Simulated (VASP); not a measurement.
# Mn (Fm-3m) in VASP: single point with PBEsol

Aim: the single point of Mn with PBEsol.

All numbers are computed with VASP 6.6.1; they aren't measurements. Logs are shortened: lines on timing, memory, paths and dates and some standing lists are left out, and cuts for length are marked.

### 1 The cell of the first run

It takes space group Fm-3m (No. 225, cubic). The conventional cell has a = 3.863 Å, b = 3.863 Å, c = 3.863 Å, α = 90.00°, β = 90.00°, γ = 90.00°. Within 3.6 Å of Mn (site symmetry m-3m) lie 12 Mn at 2.73 Å.

### 2 Single point, PBEsol, collinear spin, ferromagnetic start

INCAR reads:

```
SYSTEM = Mn
PREC = Accurate ; ENCUT = 500
EDIFF = 1E-6 ; ISMEAR = 0
SIGMA = 0.1 ; LREAL = .FALSE.
LASPH = .TRUE. ; NELM = 200
ALGO = Normal ; ISIF = 2
LWAVE = .FALSE. ; LCHARG = .FALSE.
ISPIN = 2 ; MAGMOM = 4
LORBIT = 11 ; LMAXMIX = 4
GGA = PS ; NBANDS = 16
GGA_COMPAT = .FALSE.
```

KPOINTS reads:

```
Automatic mesh
0
G
  8 8 8
  0 0 0
```

POSCAR reads:

```
Mn
1.0
    0.0000000000      1.9315000000      1.9315000000
    1.9315000000      0.0000000000      1.9315000000
    1.9315000000      1.9315000000      0.0000000000
Mn
1
Direct
    0.0000000000      0.0000000000      0.0000000000
```

Potentials or basis: VASP PAW PBE potentials, release 64 (Mn_pv).

Command:

```
$ cat potpaw_PBE.64/Mn_pv/POTCAR > POTCAR
$ mpirun -np 1 vasp_std > vasp.out
```

OUTCAR:

```text
SYSTEM = Mn
   PREC = Accurate
   ENCUT = 500
   EDIFF = 1E-6
   ISMEAR = 0
   LREAL = .FALSE.
   LASPH = .TRUE.
   NELM = 200
   ISIF = 2
   ISPIN = 2
   LORBIT = 11
   GGA = PS

 ion  position               nearest neighbor table
   1  0.000  0.000  0.000-

  LATTYP: Found a face centered cubic cell.
 ALAT       =     3.8630000000

  Lattice vectors:

 A1 = (   0.0000000000,   1.9315000000,   1.9315000000)
 A2 = (   1.9315000000,   0.0000000000,   1.9315000000)
 A3 = (   1.9315000000,   1.9315000000,   0.0000000000)

Analysis of symmetry for initial positions (statically):
=====================================================================
 Subroutine PRICEL returns:
 Original cell was already a primitive cell.

 Routine SETGRP: Setting up the symmetry group for a
 face centered cubic supercell.

 Subroutine GETGRP returns: Found 48 space group operations
 (whereof 48 operations were pure point group operations)
 out of a pool of 48 trial point group operations.

The static configuration has the point symmetry O_h .

Analysis of symmetry for dynamics (positions and initial velocities):
=====================================================================
 Subroutine PRICEL returns:
 Original cell was already a primitive cell.

 Routine SETGRP: Setting up the symmetry group for a
 face centered cubic supercell.

 Subroutine GETGRP returns: Found 48 space group operations
 (whereof 48 operations were pure point group operations)
 out of a pool of 48 trial point group operations.

The dynamic configuration has the point symmetry O_h .

Analysis of structural, dynamic, and magnetic symmetry:
=====================================================================
 Subroutine PRICEL returns:
 Original cell was already a primitive cell.

 Routine SETGRP: Setting up the symmetry group for a
 face centered cubic supercell.

 Subroutine GETGRP returns: Found 48 space group operations
 (whereof 48 operations were pure point group operations)
 out of a pool of 48 trial point group operations.

The overall configuration has the point symmetry O_h .

 Subroutine INISYM returns: Found 48 space group operations
 (whereof 48 operations are pure point group operations),
 and found     1 'primitive' translations

----------------------------------------------------------------------------------------

                                     Primitive cell

  volume of cell :      14.4117

  direct lattice vectors                    reciprocal lattice vectors
     0.000000000  1.931500000  1.931500000    -0.258866166  0.258866166  0.258866166
     1.931500000  0.000000000  1.931500000     0.258866166 -0.258866166  0.258866166
     1.931500000  1.931500000  0.000000000     0.258866166  0.258866166 -0.258866166

  length of vectors
     2.731553496  2.731553496  2.731553496     0.448369352  0.448369352  0.448369352

  position of ions in fractional coordinates (direct lattice)
     0.000000000  0.000000000  0.000000000

  ion indices of the primitive-cell ions
   primitive index   ion index
                 1           1

----------------------------------------------------------------------------------------

 KPOINTS: Automatic mesh

Automatic generation of k-mesh.
 Grid dimensions read from file:
 generate k-points for:    8    8    8

 Generating k-lattice:

  Cartesian coordinates                     Fractional coordinates (reciprocal lattice)
    -0.032358271  0.032358271  0.032358271     0.125000000  0.000000000  0.000000000
     0.032358271 -0.032358271  0.032358271     0.000000000  0.125000000  0.000000000
     0.032358271  0.032358271 -0.032358271     0.000000000  0.000000000  0.125000000

  Length of vectors
     0.056046169  0.056046169  0.056046169

  Shift w.r.t. Gamma in fractional coordinates (k-lattice)
     0.000000000  0.000000000  0.000000000

 Subroutine IBZKPT returns following result:
 ===========================================

 Found     29 irreducible k-points:

 Following reciprocal coordinates:
            Coordinates               Weight
  0.000000  0.000000  0.000000      1.000000
  0.125000  0.000000  0.000000      8.000000
  0.250000  0.000000  0.000000      8.000000
  0.375000  0.000000  0.000000      8.000000
  0.500000  0.000000  0.000000      4.000000
  0.125000  0.125000  0.000000      6.000000
[... 16 lines left out ...]
  0.500000  0.250000  0.125000     48.000000
 -0.375000  0.250000  0.125000     24.000000
 [... further k-points ...]
   k-points           NKPTS =     29   k-points in BZ     NKDIM =     29   number of bands    NBANDS=     16
   number of dos      NEDOS =    301   number of ions     NIONS =      1
   total plane-waves  NPLWV =   8000
   dimension x,y,z NGX =    20 NGY =   20 NGZ =   20
   dimension x,y,z NGXF=    40 NGYF=   40 NGZF=   40
   ions per type =               1
   NGX,Y,Z   is equivalent  to a cutoff of  12.17, 12.17, 12.17 a.u.
   NGXF,Y,Z  is equivalent  to a cutoff of  24.34, 24.34, 24.34 a.u.
 SYSTEM =  Mn
   PREC   = accura    normal or accurate (medium, high low for compatibility)
   ISTART =      0    job   : 0-new  1-cont  2-samecut
   ICHARG =      2    charge: 1-file 2-atom 10-const
   ISPIN  =      2    spin polarized calculation?
   LNONCOLLINEAR =      F non collinear calculations
   LSORBIT =      F    spin-orbit coupling
   LASPH  =      T    aspherical Exc in radial PAW
   ENCUT  =  500.0 eV  36.75 Ry    6.06 a.u.   4.98  4.98  4.98*2*pi/ulx,y,z
   NELM   =    200;   NELMIN=  2; NELMDL= -5     # of ELM steps
   EDIFF  = 0.1E-05   stopping-criterion for ELM
   LREAL  =      F    real-space projection
   EDIFFG = 0.1E-04   stopping-criterion for IOM
   NSW    =      0    number of steps for IOM
   IBRION =     -1    ionic relax: 0-MD 1-quasi-New 2-CG
   NFREE  =      0    steps in history (QN), initial steepest desc. (CG)
   ISIF   =      2    stress and relaxation
   ISYM   =      2    0-nonsym 1-usesym 2-fastsym
   POTIM  = 0.5000    time-step for ionic-motion
   TEBEG  =    0.0;   TEEND  =   0.0 temperature during run
   PSTRESS=    0.0 pullay stress
   NELECT =      13.0000    total number of electrons
   NUPDOWN=      -1.0000    fix difference up-down
   EMIN   =  10.00;   EMAX   =-10.00  energy-range for DOS
   EFERMI =   0.00;   METHOD = LEGACY
   ISMEAR =     0;   SIGMA  =   0.10  broadening in eV -4-tet -1-fermi 0-gaus
   EFERMI_NEDOS =   21; number of points for ismear=-14 and -15
   IALGO  =     38    algorithm
   IMIX   =      4    mixing-type and parameters
     AMIX     =   0.40;   BMIX     =  1.00
     AMIX_MAG =   1.60;   BMIX_MAG =  1.00
  volume/ion in A,a.u.               =      14.41        97.25
  Fermi-wavevector in a.u.,A,eV,Ry     =   1.581799  2.989166 34.042966  2.502087
  Thomas-Fermi vector in A             =   2.681819
   LORBIT       =     11    0 simple, 1 ext, 2 COOP (PROOUT), +10 PAW based schemes
   GGA     = PS    functional components
   LHFCALC =     F    Hartree Fock is set to
   AEXX    =    0.0000 exact exchange contribution
   IVDW    =     0    specifies the selected vdW correction
   LEPSILON=     F    determine dielectric tensor
   LRPA    =     F    only Hartree local field effects (RPA)
 spin polarized calculation
 Gauss-broadening in eV      SIGMA  =   0.10
  energy-cutoff  :      500.00
  volume of cell :       14.41
 maximum number of plane-waves:       380
   NGX =  9   NGY =  9   NGZ =  9

 number of electron      13.0000009 magnetization       2.3229718

 Free energy of the ion-electron system (eV)
  ---------------------------------------------------
  ext. energy  EPLUGINS =         0.00000000
  ---------------------------------------------------
  free energy    TOTEN  =        -8.94144301 eV

  energy without entropy =       -8.92908899  energy(sigma->0) =       -8.93526600

 E-fermi :   6.9116     XC(G=0): -12.4369

 val. band max:        6.9026510003   @ k =   0.3750   0.2500   0.0000
 cond. band min:       6.9349063988   @ k =   0.5000   0.3750   0.1250
 fundamental gap:      0.0322553985
 Fermi energy:         6.9116232208

 spin component 1

 k-point     1 :       0.0000    0.0000    0.0000
  band No.  band energies     occupation
      1     -41.6917      1.00000
      2     -41.6917      1.00000
      3     -41.6917      1.00000
      4      -0.4823      1.00000
      5       5.3217      1.00000
      6       5.3217      1.00000
[... 8 lines left out ...]
     15      32.9172      0.00000
     16      32.9172      0.00000

 k-point     2 :       0.1250    0.0000    0.0000
  band No.  band energies     occupation
      1     -41.7326      1.00000
      2     -41.6974      1.00000
      3     -41.6974      1.00000
      4       0.0307      1.00000
      5       5.1727      1.00000
      6       5.4335      1.00000
[... 8 lines left out ...]
     15      33.6479      0.00000
     16      33.6479      0.00000
[... 387 lines left out ...]
      5       4.4925      1.00000
      6       4.8966      1.00000
[... 8 lines left out ...]
     15      35.5868      0.00000
     16      37.1242      0.00000

 k-point    24 :      -0.3750    0.2500    0.1250
  band No.  band energies     occupation
      1     -41.9294      1.00000
      2     -41.8018      1.00000
      3     -41.7535      1.00000
      4       3.7859      1.00000
      5       4.3723      1.00000
      6       5.1955      1.00000
[... 8 lines left out ...]
     15      36.8412      0.00000
     16      37.5423      0.00000

 [... further k-points ...]

 spin component 2

 k-point     1 :       0.0000    0.0000    0.0000
  band No.  band energies     occupation
      1     -39.2210      1.00000
      2     -39.2210      1.00000
      3     -39.2210      1.00000
      4      -0.0396      1.00000
      5       7.2354      0.00000
      6       7.2354      0.00000
[... 8 lines left out ...]
     15      33.6775      0.00000
     16      33.6775      0.00000

 k-point     2 :       0.1250    0.0000    0.0000
  band No.  band energies     occupation
      1     -39.2662      1.00000
      2     -39.2272      1.00000
      3     -39.2272      1.00000
      4       0.4771      1.00000
      5       7.0301      0.04686
      6       7.3687      0.00000
[... 8 lines left out ...]
     15      34.2462      0.00000
     16      34.2462      0.00000
[... 387 lines left out ...]
      5       6.0831      1.00000
      6       6.8046      0.93500
[... 8 lines left out ...]
     15      36.5695      0.00000
     16      37.9558      0.00000

 k-point    24 :      -0.3750    0.2500    0.1250
  band No.  band energies     occupation
      1     -39.4830      1.00000
      2     -39.3419      1.00000
      3     -39.2884      1.00000
      4       5.1363      1.00000
      5       6.0680      1.00000
      6       6.7953      0.95001
[... 8 lines left out ...]
     15      38.0164      0.00000
     16      40.2599      0.00000

 [... further k-points ...]
[... 5 lines left out ...]
  --------------------------------------------------------------------------------------
  -------------------------------------------------------------------------------------
  Total       -2.5327069     -2.5327069     -2.5327069     -0.0000000     -0.0000000      0.0000000
  in kB     -281.5667558   -281.5667558   -281.5667558     -0.0000000     -0.0000000      0.0000000
  external PRESSURE =    -281.5667558 kB  Pullay stress =       0.0000000 kB

 VOLUME and BASIS-vectors are now :
 -----------------------------------------------------------------------------
  energy-cutoff  :      500.00
  volume of cell :       14.41
      direct lattice vectors                 reciprocal lattice vectors
     0.000000000  1.931500000  1.931500000    -0.258866166  0.258866166  0.258866166
     1.931500000  0.000000000  1.931500000     0.258866166 -0.258866166  0.258866166
     1.931500000  1.931500000  0.000000000     0.258866166  0.258866166 -0.258866166

 POSITION                                       TOTAL-FORCE (eV/Angst)
 -----------------------------------------------------------------------------------
      0.00000      0.00000      0.00000         0.000000      0.000000      0.000000
 -----------------------------------------------------------------------------------
    total drift:                                0.000000      0.000000      0.000000

  FREE ENERGIE OF THE ION-ELECTRON SYSTEM (eV)
  ---------------------------------------------------
  free  energy   TOTEN  =        -8.9414430111 eV

  energy  without entropy=       -8.9290889919  energy(sigma->0) =       -8.93526600

 total charge

# of ion       s       p       d       tot
------------------------------------------
    1        0.334   6.251   4.967  11.552

 magnetization (x)

# of ion       s       p       d       tot
------------------------------------------
    1       -0.008  -0.008   2.304   2.287
```

It took 6.3 s on 1 thread of Intel Xeon 6975P-C (Granite Rapids), shared host; peak memory 0.13 GiB.

What came out:

```
Free energy                                           : -8.9414 eV
Pressure                                              : -28.2 GPa
Net moment                                            : 2.32 μB per cell
Site moments                                          : Mn +2.29 μB
Valence electrons inside the program's atomic spheres : Mn 11.55
```

Caveat: the PAW data sets were made with another functional, which shifts forces and pressure a little.
